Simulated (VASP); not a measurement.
Runs of VASP 6.6.1 on Lu. The structure is that of space group Im-3m (No. 229), or close to it. The cells are those of the table. This isn't the form of Lu at room conditions, which is hcp.

| task | cell | cutoff (eV) | gap on the mesh (eV) | pressure (GPa) |
| --- | --- | --- | --- | --- |
| single point | a = 3.186 Å, angles 109.5°, 1 atom | 520 | none | 10.5 |
| single point | a = 3.266 Å, angles 109.5°, 1 atom | 520 | none | 5.4 |
| single point | a = 3.325 Å, angles 109.5°, 1 atom | 520 | none | 2.2 |
| relaxation of cell and atoms | relaxed to 30 GPa from a = 3.385 Å, angles 109.5°, 1 atom | 600 | none | 29.9 |
| relaxation of cell and atoms | relaxed to 5 GPa from a = 3.385 Å, angles 109.5°, 1 atom | 600 | none | 5.0 |
| relaxation of cell and atoms | relaxed to 2 GPa from a = 3.385 Å, angles 109.5°, 1 atom | 600 | none | 2.0 |
| single point | a = 2.971 Å, angles 109.5°, 1 atom | 520 | none | (a) |
| relaxation of cell and atoms | relaxed to 20 GPa from a = 3.385 Å, angles 109.5°, 1 atom | 600 | none | 20.0 |

Alike in all rows: level r2SCAN; potentials or basis VASP PAW PBE potentials, release 64 (Lu); no spin polarisation; k mesh 10 × 10 × 10; smearing fermi-dirac 0.05 eV.

Question: Estimate the missing entries.

Answer: (a) 31.0.

Caveats: the PAW data sets were made with another functional, which shifts forces and pressure a little; spin-orbit coupling is left out, which moves the levels of the heavy elements; the cell is relaxed towards a set pressure, so the run minimises the enthalpy, not the energy (at least some runs); the cell stands under pressure (at least some runs).

A k mesh can miss the band edges, and the runs leave out spin-orbit coupling on Lu.

A gap of «none» marks levels without a gap at the run's occupations.
